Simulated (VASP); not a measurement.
Crystal: TiH2.

```
Ti H
1.0
    -1.59650    1.59650    2.13350
     1.59650   -1.59650    2.13350
     1.59650    1.59650   -2.13350
Ti H
1 2
Cartesian
  0.0000 0.0000 0.0000
  0.0000 1.5965 1.0668
  1.5965 0.0000 1.0668
```

| Item | Value |
| --- | --- |
| Program | VASP 6.6.1 |
| Task | relaxation of cell and atoms |
| Functional | PBEsol |
| Potentials or basis | VASP PAW PBE potentials, release 64 (Ti_sv, H) |
| Cutoff | 600 eV |
| k mesh | 18 × 18 × 18 |
| Occupations | gaussian, width 0.1 eV |
| Spin | no spin polarisation |

At the start: pressure -5.4 GPa; volume 7.25 Å³/atom.

Problem. Where does the relaxation end?

Solution. Over 8 steps the energy falls by 5.2 meV/atom and the volume is 6.96 Å³/atom (-4.0 %); space group I4/mmm (No. 139, to 0.05 Å).

The path:
```tsv
step	energy change (eV)	largest force (eV/Å)	pressure (GPa)	volume (Å³)
1	0.0000	0.0000	-5.42	21.75
2	-0.0144	0.0000	-0.43	20.99
3	-0.0145	0.0000	-0.02	20.93
4	-0.0145	0.0000	0.12	20.91
5	-0.0147	0.0000	0.09	20.91
6	-0.0152	0.0000	0.12	20.90
7	-0.0156	0.0000	0.13	20.88
8	-0.0157	0.0000	0.11	20.88
```

Final structure:
```
Ti H
1.0
    -1.58797    1.58797    2.06972
     1.58797   -1.58797    2.06972
     1.58797    1.58797   -2.06972
Ti H
1 2
Direct
  0.00000 0.00000 0.00000
  0.75000 0.25000 0.50000
  0.25000 0.75000 0.50000
```

Caveat: the PAW data sets were made with another functional, which shifts forces and pressure a little.
